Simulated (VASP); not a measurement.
# PbO (Litharge) (P4/nmm) in VASP: notebook, part 3 of 3

VASP 6.6.1.

**4. Single point, PBE (volume scaled by 0.96)**

File INCAR:

```
PREC = Accurate
ENCUT = 520
EDIFF = 1E-7
ISMEAR = -1
SIGMA = 0.05
LREAL = False
LASPH = True
NELM = 100
ALGO = Normal
ISIF = 2
LWAVE = False
LCHARG = False
GGA = PE
NBANDS = 28
```

File KPOINTS:

```
Automatic mesh
0
Gamma
  7 7 6
```

File POSCAR:

```
PbO
1.0
    3.9360744706      0.0000000000      0.0000000000
    0.0000000000      3.9360744706      0.0000000000
    0.0000000000      0.0000000000      4.9422889970
Pb O
2 2
Direct
    0.5000000000      0.0000000000      0.7600000000
    0.0000000000      0.5000000000      0.2400000000
    0.5000000000      0.5000000000      0.0000000000
    0.0000000000      0.0000000000      0.0000000000
```

Potentials or basis: VASP PAW PBE potentials, release 64 (Pb_d, O).

Run with:

```console
$ cat potpaw_PBE.64/Pb_d/POTCAR potpaw_PBE.64/O/POTCAR > POTCAR
$ mpirun -np 1 vasp_std > vasp.out
```

OUTCAR:

```text
PREC = Accurate
   ENCUT = 520
   EDIFF = 1E-7
   ISMEAR = -1
   LREAL = False
   LASPH = True
   NELM = 100
   ISIF = 2
   GGA = PE

 ion  position               nearest neighbor table
   1  0.500  0.000  0.760-   3 2.30   4 2.30   3 2.30   4 2.30   2 3.66   2 3.66   2 3.66   2 3.66
                             2 3.79   2 3.79   2 3.79   2 3.79
   2  0.000  0.500  0.240-   3 2.30   4 2.30   4 2.30   3 2.30   1 3.66   1 3.66   1 3.66   1 3.66
                             1 3.79   1 3.79   1 3.79   1 3.79
   3  0.500  0.500  0.000-   1 2.30   2 2.30   1 2.30   2 2.30
   4  0.000  0.000  0.000-   1 2.30   2 2.30   2 2.30   1 2.30

  LATTYP: Found a simple tetragonal cell.
 ALAT       =     3.9360744706
 C/A-ratio  =     1.2556390978

  Lattice vectors:

 A1 = (   3.9360744706,   0.0000000000,   0.0000000000)
 A2 = (   0.0000000000,   3.9360744706,   0.0000000000)
 A3 = (   0.0000000000,   0.0000000000,   4.9422889970)

Analysis of symmetry for initial positions (statically):
=====================================================================
 Subroutine PRICEL returns:
 Original cell was already a primitive cell.

 Routine SETGRP: Setting up the symmetry group for a
 simple tetragonal supercell.

 Subroutine GETGRP returns: Found 16 space group operations
 (whereof  8 operations were pure point group operations)
 out of a pool of 16 trial point group operations.

The static configuration has the point symmetry D_2d.
 The point group associated with its full space group is D_4h.

Analysis of symmetry for dynamics (positions and initial velocities):
=====================================================================
 Subroutine PRICEL returns:
 Original cell was already a primitive cell.

 Routine SETGRP: Setting up the symmetry group for a
 simple tetragonal supercell.

 Subroutine GETGRP returns: Found 16 space group operations
 (whereof  8 operations were pure point group operations)
 out of a pool of 16 trial point group operations.

The dynamic configuration has the point symmetry D_2d.
 The point group associated with its full space group is D_4h.

 Subroutine INISYM returns: Found 16 space group operations
 (whereof  8 operations are pure point group operations),
 and found     1 'primitive' translations

----------------------------------------------------------------------------------------

                                     Primitive cell

  volume of cell :      76.5693

  direct lattice vectors                    reciprocal lattice vectors
     3.936074471  0.000000000  0.000000000     0.254060234  0.000000000  0.000000000
     0.000000000  3.936074471  0.000000000     0.000000000  0.254060234  0.000000000
     0.000000000  0.000000000  4.942288997     0.000000000  0.000000000  0.202335396

  length of vectors
     3.936074471  3.936074471  4.942288997     0.254060234  0.254060234  0.202335396

  position of ions in fractional coordinates (direct lattice)
     0.500000000  0.000000000  0.760000000
     0.000000000  0.500000000  0.240000000
     0.500000000  0.500000000  0.000000000
     0.000000000  0.000000000  0.000000000

  ion indices of the primitive-cell ions
   primitive index   ion index
                 1           1
                 2           2
                 3           3
                 4           4

----------------------------------------------------------------------------------------

 KPOINTS: Automatic mesh

Automatic generation of k-mesh.
 Grid dimensions read from file:
 generate k-points for:    7    7    6

 Generating k-lattice:

  Cartesian coordinates                     Fractional coordinates (reciprocal lattice)
     0.036294319  0.000000000  0.000000000     0.142857143  0.000000000  0.000000000
     0.000000000  0.036294319  0.000000000     0.000000000  0.142857143  0.000000000
     0.000000000  0.000000000  0.033722566     0.000000000  0.000000000  0.166666667

  Length of vectors
     0.036294319  0.036294319  0.033722566

  Shift w.r.t. Gamma in fractional coordinates (k-lattice)
     0.000000000  0.000000000  0.000000000

 Subroutine IBZKPT returns following result:
 ===========================================

 Found     40 irreducible k-points:

 Following reciprocal coordinates:
            Coordinates               Weight
  0.000000  0.000000  0.000000      1.000000
  0.142857  0.000000  0.000000      4.000000
  0.285714  0.000000  0.000000      4.000000
  0.428571  0.000000  0.000000      4.000000
  0.142857  0.142857  0.000000      4.000000
  0.285714  0.142857  0.000000      8.000000
[... 16 lines left out ...]
  0.285714  0.000000  0.333333      8.000000
  0.428571  0.000000  0.333333      8.000000
 [... further k-points ...]
   k-points           NKPTS =     40   k-points in BZ     NKDIM =     40   number of bands    NBANDS=     28
   number of dos      NEDOS =    301   number of ions     NIONS =      4
   total plane-waves  NPLWV =  36000
   dimension x,y,z NGX =    30 NGY =   30 NGZ =   40
   dimension x,y,z NGXF=    60 NGYF=   60 NGZF=   80
   ions per type =               2   2
   NGX,Y,Z   is equivalent  to a cutoff of  12.67, 12.67, 13.45 a.u.
   NGXF,Y,Z  is equivalent  to a cutoff of  25.34, 25.34, 26.91 a.u.
 SYSTEM =  unknown system
   PREC   = accura    normal or accurate (medium, high low for compatibility)
   ISTART =      0    job   : 0-new  1-cont  2-samecut
   ICHARG =      2    charge: 1-file 2-atom 10-const
   ISPIN  =      1    spin polarized calculation?
   LNONCOLLINEAR =      F non collinear calculations
   LSORBIT =      F    spin-orbit coupling
   LASPH  =      T    aspherical Exc in radial PAW
   ENCUT  =  520.0 eV  38.22 Ry    6.18 a.u.   7.32  7.32  9.19*2*pi/ulx,y,z
   NELM   =    100;   NELMIN=  2; NELMDL= -5     # of ELM steps
   EDIFF  = 0.1E-06   stopping-criterion for ELM
   LREAL  =      F    real-space projection
   EDIFFG = 0.1E-05   stopping-criterion for IOM
   NSW    =      0    number of steps for IOM
   IBRION =     -1    ionic relax: 0-MD 1-quasi-New 2-CG
   NFREE  =      0    steps in history (QN), initial steepest desc. (CG)
   ISIF   =      2    stress and relaxation
   ISYM   =      2    0-nonsym 1-usesym 2-fastsym
   POTIM  = 0.5000    time-step for ionic-motion
   TEBEG  =    0.0;   TEEND  =   0.0 temperature during run
   PSTRESS=    0.0 pullay stress
   NELECT =      40.0000    total number of electrons
   NUPDOWN=      -1.0000    fix difference up-down
   EMIN   =  10.00;   EMAX   =-10.00  energy-range for DOS
   EFERMI =   0.00;   METHOD = LEGACY
   ISMEAR =    -1;   SIGMA  =   0.05  broadening in eV -4-tet -1-fermi 0-gaus
   EFERMI_NEDOS =   21; number of points for ismear=-14 and -15
   IALGO  =     38    algorithm
   IMIX   =      4    mixing-type and parameters
     AMIX     =   0.40;   BMIX     =  1.00
     AMIX_MAG =   1.60;   BMIX_MAG =  1.00
  volume/ion in A,a.u.               =      19.14       129.18
  Fermi-wavevector in a.u.,A,eV,Ry     =   1.318489  2.491583 23.652555  1.738414
  Thomas-Fermi vector in A             =   2.448455
   LORBIT       =      0    0 simple, 1 ext, 2 COOP (PROOUT), +10 PAW based schemes
   GGA     = PE    functional components
   LHFCALC =     F    Hartree Fock is set to
   AEXX    =    0.0000 exact exchange contribution
   IVDW    =     0    specifies the selected vdW correction
   LEPSILON=     F    determine dielectric tensor
   LRPA    =     F    only Hartree local field effects (RPA)
 non-spin polarized calculation
  energy-cutoff  :      520.00
  volume of cell :       76.57
 maximum number of plane-waves:      2090
 NGX is ok and might be reduce to    30
   NGX = 15   NGY = 15   NGZ = 19

 number of electron      39.9999988 magnetization

 Free energy of the ion-electron system (eV)
  ---------------------------------------------------
  ext. energy  EPLUGINS =         0.00000000
  ---------------------------------------------------
  free energy    TOTEN  =       -21.33578772 eV

  energy without entropy =      -21.33578765  energy(sigma->0) =      -21.33578768

 E-fermi :   6.2795     XC(G=0): -10.0367

 val. band max:        5.5942952034   @ k =   0.0000   0.0000   0.0000
 cond. band min:       6.9460237933   @ k =   0.4286   0.4286   0.0000
 fundamental gap:      1.3517285899
 Fermi energy:         6.2794545962

 k-point     1 :       0.0000    0.0000    0.0000
  band No.  band energies     occupation
      1     -13.0869      2.00000
      2     -12.4698      2.00000
      3     -10.5214      2.00000
      4     -10.5214      2.00000
      5     -10.4524      2.00000
      6     -10.4373      2.00000
[... 20 lines left out ...]
     27      13.0949      0.00000
[... 691 lines left out ...]
      6     -10.3988      2.00000
[... 20 lines left out ...]
     27      14.9758      0.00000
     28      15.7174      0.00000

 [... further k-points ...]
[... 5 lines left out ...]
  --------------------------------------------------------------------------------------
  -------------------------------------------------------------------------------------
  Total        3.6249987      3.6249987      2.7504149      0.0000000     -0.0000000      0.0000000
  in kB       75.8514148     75.8514148     57.5511560      0.0000000     -0.0000000      0.0000000
  external PRESSURE =      69.7513285 kB  Pullay stress =       0.0000000 kB

 VOLUME and BASIS-vectors are now :
 -----------------------------------------------------------------------------
  energy-cutoff  :      520.00
  volume of cell :       76.57
      direct lattice vectors                 reciprocal lattice vectors
     3.936074471  0.000000000  0.000000000     0.254060234  0.000000000  0.000000000
     0.000000000  3.936074471  0.000000000     0.000000000  0.254060234  0.000000000
     0.000000000  0.000000000  4.942288997     0.000000000  0.000000000  0.202335396

 POSITION                                       TOTAL-FORCE (eV/Angst)
 -----------------------------------------------------------------------------------
      1.96804      0.00000      3.75614        -0.000000      0.000000     -0.596075
      0.00000      1.96804      1.18615        -0.000000      0.000000      0.596075
      1.96804      1.96804      0.00000         0.000000     -0.000000      0.000000
      0.00000      0.00000      0.00000         0.000000      0.000000      0.000000
 -----------------------------------------------------------------------------------
    total drift:                                0.000000      0.000000      0.000000

  FREE ENERGIE OF THE ION-ELECTRON SYSTEM (eV)
  ---------------------------------------------------
  free  energy   TOTEN  =       -21.3357877184 eV

  energy  without entropy=      -21.3357876462  energy(sigma->0) =      -21.33578768
```

OSZICAR:

```text
N       E                     dE             d eps       ncg     rms          rms(c)
DAV:   1     0.468829760010E+03    0.46883E+03   -0.19782E+04  2240   0.173E+03
DAV:   2     0.358707544564E+02   -0.43296E+03   -0.41520E+03  2288   0.457E+02
DAV:   3    -0.231083721424E+02   -0.58979E+02   -0.57481E+02  2804   0.182E+02
DAV:   4    -0.258077050255E+02   -0.26993E+01   -0.26887E+01  2612   0.408E+01
DAV:   5    -0.258859641777E+02   -0.78259E-01   -0.78254E-01  2512   0.755E+00    0.123E+01
DAV:   6    -0.214771413203E+02    0.44088E+01   -0.23485E+01  3296   0.400E+01    0.508E+00
DAV:   7    -0.213616851593E+02    0.11546E+00   -0.26746E+00  2748   0.116E+01    0.246E+00
DAV:   8    -0.213461960941E+02    0.15489E-01   -0.47200E-01  2496   0.464E+00    0.814E-01
DAV:   9    -0.213346474240E+02    0.11549E-01   -0.63432E-02  3628   0.212E+00    0.239E-01
DAV:  10    -0.213361054407E+02   -0.14580E-02   -0.11416E-02  2592   0.753E-01    0.104E-01
DAV:  11    -0.213358200559E+02    0.28538E-03   -0.24647E-03  3676   0.411E-01    0.580E-02
DAV:  12    -0.213357991527E+02    0.20903E-04   -0.24995E-04  2948   0.137E-01    0.347E-02
DAV:  13    -0.213357903062E+02    0.88464E-05   -0.10323E-04  3216   0.769E-02    0.930E-03
DAV:  14    -0.213357880812E+02    0.22250E-05   -0.14860E-05  3444   0.438E-02    0.287E-03
DAV:  15    -0.213357876763E+02    0.40485E-06   -0.20513E-06  2784   0.143E-02    0.183E-03
DAV:  16    -0.213357877184E+02   -0.42050E-07   -0.26354E-07  1864   0.464E-03
   1 F= -.21335788E+02 E0= -.21335788E+02  d E =-.721603E-07
```

stdout:

```text
POSCAR found type information on POSCAR PbO
 POSCAR found :  2 types and       4 ions
 scaLAPACK will be used
 LDA part: xc-table for (Slater+PW92), standard interpolation
 POSCAR, INCAR and KPOINTS ok, starting setup
 FFT: planning ... GRIDC
 FFT: planning ... GRID_SOFT
 FFT: planning ... GRID
 WAVECAR not read
 entering main loop
```

Run time: 75 s. Hardware: 1 thread of Intel Xeon Platinum 8259CL at 2.50GHz (Skylake/Cascade Lake), shared host; peak memory 0.22 GiB.

What came out:

| Item | Value |
| --- | --- |
| Free energy | -21.3358 eV |
| Pressure | 7.0 GPa |
| Largest force | 0.596 eV/Å |
| Band gap on the k mesh | 1.35 eV, indirect (least direct gap 2.43 eV) |

Forces on the atoms (eV/Å):
```
Pb   0.000  0.000 -0.596
Pb   0.000  0.000  0.596
O    0.000  0.000  0.000
O    0.000  0.000  0.000
```

Levels at points of the mesh, in eV from the valence-band top:
| k point | band 17 | band 18 | band 19 | band 20 | band 21 | band 22 | band 23 | band 24 |
| --- | --- | --- | --- | --- | --- | --- | --- | --- |
| (0.00, 0.00, 0.00) | -1.84 | -1.78 | -1.78 | 0.00 | 2.50 | 5.63 | 5.63 | 5.65 |
| (0.00, 0.00, 0.50) | -1.89 | -1.81 | -1.81 | -1.09 | 2.03 | 3.94 | 3.94 | 4.28 |

Caveat: spin-orbit coupling is left out, which moves the levels of the heavy elements.

**5. Summary**

```csv
level,cell,gap on the mesh (eV),pressure (GPa),largest force (eV/Å)
PBEsol,"a = 3.990, b = 3.990, c = 5.010 Å, 4 atoms",1.37,-0.8,0.29
PBE,"a = 3.909, b = 3.909, c = 4.908 Å, 4 atoms",1.31,9.3,0.91
PBE,"a = 3.936, b = 3.936, c = 4.942 Å, 4 atoms",1.35,7.0,0.60
```

Alike in all rows: task single point; potentials or basis VASP PAW PBE potentials, release 64 (Pb_d, O); no spin polarisation; k mesh 7 × 7 × 6; cutoff (eV) 520; smearing fermi-dirac 0.05 eV.

Caveats: spin-orbit coupling is left out, which moves the levels of the heavy elements; the PAW data sets were made with another functional, which shifts forces and pressure a little (some runs).

Absolute energies hang on the potentials; compare differences alone.
